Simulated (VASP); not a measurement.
Ta2N, 3 atoms in the cell. It takes space group P-3m1 (No. 164, trigonal). The conventional cell has a = 3.138 Å, b = 3.138 Å, c = 4.978 Å, α = 90.00°, β = 90.00°, γ = 120.00°. Ta (site symmetry 3m) has 3 N at 2.21 Å within 2.9 Å. N (site symmetry -3m) has 6 Ta at 2.21 Å within 2.9 Å. 

| Property | Result |
| --- | --- |
| Program | VASP 6.6.1 |
| Task | relaxation of shape and atoms at fixed volume |
| Functional | r2SCAN |
| Potentials or basis | VASP PAW PBE potentials, release 64 (Ta_pv, N) |
| Cutoff | 600 eV |
| k mesh | 15 × 15 × 10 |
| Occupations | gaussian, width 0.1 eV |
| Spin | no spin polarisation |
| Dipole correction | no |
| Further INCAR settings | ALGO = Normal; EDIFF = 1e-07; IBRION = 2; EDIFFG = -0.01; NSW = 50; ISIF = 4 |

Potentials or basis: VASP PAW PBE potentials, release 64 (Ta_pv, N).

Launch:

```console
$ cat potpaw_PBE.64/Ta_pv/POTCAR potpaw_PBE.64/N/POTCAR > POTCAR
$ cp INCAR.step1 INCAR
$ mpirun -np 1 vasp_std > vasp.out
$ cp INCAR.step2 INCAR
$ mpirun -np 1 vasp_std > vasp.out
```

Hardware: 1 thread of Oxide Virtual Turin-like Processor (shared host).

Q: How long does it take, and how much memory?

A: It took 72 min on 1 thread of Oxide Virtual Turin-like Processor (shared host), peak memory 0.32 GiB. Counts: k points 238, ion steps 5.
